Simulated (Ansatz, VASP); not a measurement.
# One calculation of TiO2, two programs

Contents of INCAR:

```
SYSTEM = TiO2
  PREC = Accurate
  ENCUT = 520
  EDIFF = 1E-7
  ISMEAR = 0
  SIGMA = 0.05
  LREAL = .False.
  LASPH = .True.
  NELM = 150
  ALGO = Normal
  ISIF = 2
  LWAVE = .False.
  LCHARG = .False.
  LMAXMIX = 4
  LDAU = .True.
  LDAUTYPE = 2
  LDAUL = 2 -1
  LDAUU = 4 0
  LDAUJ = 0 0
  LDAUPRINT = 1
  GGA = PE
  NBANDS = 33
```

File KPOINTS:

```
Automatic mesh
0
Gamma
  8 8 8
  0 0 0
```

POSCAR

```
TiO2
1.0
   -2.0018915300      2.0018915300      4.4449999531
    2.0018915300     -2.0018915300      4.4449999531
    2.0018915300      2.0018915300     -4.4449999531
Ti O
2 4
Direct
    0.0000000000      0.0000000000      0.0000000000
    0.7500000000      0.2500000000      0.5000000000
    0.2052277854      0.2052277854      0.0000000000
    0.9552277854      0.4552277854      0.5000000000
    0.5447722146      0.0447722146      0.5000000000
    0.7947722146      0.7947722146      0.0000000000
```

Input for Ansatz:

```yaml
crystal:
  lattice:
    - [-2.00189153, 2.00189153, 4.4449999531]
    - [2.00189153, -2.00189153, 4.4449999531]
    - [2.00189153, 2.00189153, -4.4449999531]
  atoms:
    - { symbol: Ti, position: [0.0, 0.0, 0.0] }
    - { symbol: Ti, position: [0.75, 0.25, 0.5] }
    - { symbol: O, position: [0.2052277854, 0.2052277854, 0.0] }
    - { symbol: O, position: [0.9552277854, 0.4552277854, 0.5] }
    - { symbol: O, position: [0.5447722146, 0.0447722146, 0.5] }
    - { symbol: O, position: [0.7947722146, 0.7947722146, 0.0] }
basis:
  ecutwfc: 520.0
kpoints:
  mp_grid: { grid: [8, 8, 8] }
hamiltonian:
  xc: pbe
  pseudopotentials: { kind: paw, azcp: { folder: soft_1 } }
  hubbard: { sites: [{ species: Ti, l: d, u_eff: 4.0 }] }
scf:
  occupations: { method: gaussian, width: 0.05 }
output:
  forces: true
  stress: true
  eigenvalues: true
```

Alike in both runs: task single point; functional PBE; k mesh 8 × 8 × 8; occupations gaussian, width 0.05 eV; no spin polarisation; Hubbard terms Ti d U = 4.0 eV.

|  | VASP | Ansatz |
| --- | --- | --- |
| version | VASP 6.6.1 | Ansatz 0.2.0 |
| potentials or method | VASP PAW PBE potentials, release 64 (Ti_sv, O), cutoff 520 eV | scalar-relativistic, plane waves, PAW |
| valence electrons in the cell | 48 | 48 |

```tsv
	VASP	Ansatz	Ansatz less VASP
gap on the k mesh at the Fermi level (eV)	2.74	2.81	+0.077
least direct gap on the mesh (eV)	2.99	3.07	+0.076
pressure (GPa)	13.0	8.8	-4.21
traceless stress, the component that is largest in VASP (GPa)	32.79	29.96	-2.831
rms of the force components (eV/Å)	1.343	1.151	-0.1921
```

The programs project onto different local orbitals, so the same U acts differently, and such runs can settle in different states. Atom by atom the forces differ by 0.192 eV/Å (rms over components).
